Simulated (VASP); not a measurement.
This VASP 6.6.1 run on NaH needs a look.

File INCAR:

```
  ISMEAR = -5
  SIGMA = 0.03
  LWAVE = True
  LCHARG = False
  NBANDS = 16
  PREC = Accurate
  LASPH = True
  LREAL = False
  ALGO = Normal
  EDIFF = 1E-6
  NELM = 76
  GGA_COMPAT = False
  ENCUT = 300
  EFERMI = MIDGAP
  GGA = PE
```

The input KPOINTS:

```
Automatic mesh
0
Gamma
  1 1 1
  0 0 0
```

The input POSCAR:

```
NaH
1.0
    0.0000000000      2.4400000000      2.4400000000
    2.4400000000      0.0000000000      2.4400000000
    2.4400000000      2.4400000000      0.0000000000
Na H
1 1
Direct
    0.0000000000      0.0000000000      0.0000000000
    0.5000000000      0.5000000000      0.5000000000
```

Potentials or basis: VASP PAW PBE potentials, release 64 (Na_pv, H).

Command:

```sh
$ cat potpaw_PBE.64/Na_pv/POTCAR potpaw_PBE.64/H/POTCAR > POTCAR
$ mpirun -np 1 vasp_std > vasp.out
```

OUTCAR:

```text
ISMEAR = -5
   PREC = Accurate
   LASPH = True
   LREAL = False
   EDIFF = 1E-6
   NELM = 76
   ENCUT = 300
   EFERMI = MIDGAP
   GGA = PE

|       ---->  I REFUSE TO CONTINUE WITH THIS SICK JOB ... BYE!!! <----       |
|                                                                             |
 -----------------------------------------------------------------------------
```

On the terminal:

```text
POSCAR found type information on POSCAR NaH
 POSCAR found :  2 types and       2 ions
[... 17 lines left out ...]

1
```

Question: What happened, and what is wrong with the input?

Answer: The program refused the input. The input holds a flaw that was put in on purpose: tetrahedra on too few k points (ISMEAR = -5; KPAR = left out; k = 1 × 1 × 1).
